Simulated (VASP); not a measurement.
The system is GaN.

```
Ga N
1.0
     0.00000    2.23681    2.23681
     2.23681    0.00000    2.23681
     2.23681    2.23681    0.00000
Ga N
1 1
Direct
  0.00000 0.00000 0.00000
  0.75000 0.75000 0.75000
```

This cell differs from its parent crystal: strain -0.5%.

Base run:

| Quantity | Value |
| --- | --- |
| Program | VASP 6.6.1 |
| Functional | r2SCAN |
| Potentials or basis | VASP PAW PBE potentials, release 64 (Ga_d, N) |
| Cutoff | 520 eV |
| k mesh | 10 × 10 × 10 |
| Occupations | gaussian, width 0.01 eV |
| Spin | no spin polarisation |

Its results: band gap on the k mesh 2.27 eV; pressure 4.5 GPa.

Problem. The run is repeated on the same cell with these changes: functional from r2SCAN to PBE; occupations from gaussian, width 0.01 eV to fermi-dirac, width 0.02 eV. What comes out?

Solution. Band gap on the k mesh 1.87 eV; pressure 9.6 GPa.

Caveats: the cell stands under pressure; the PAW data sets were made with another functional, which shifts forces and pressure a little (at least some runs).

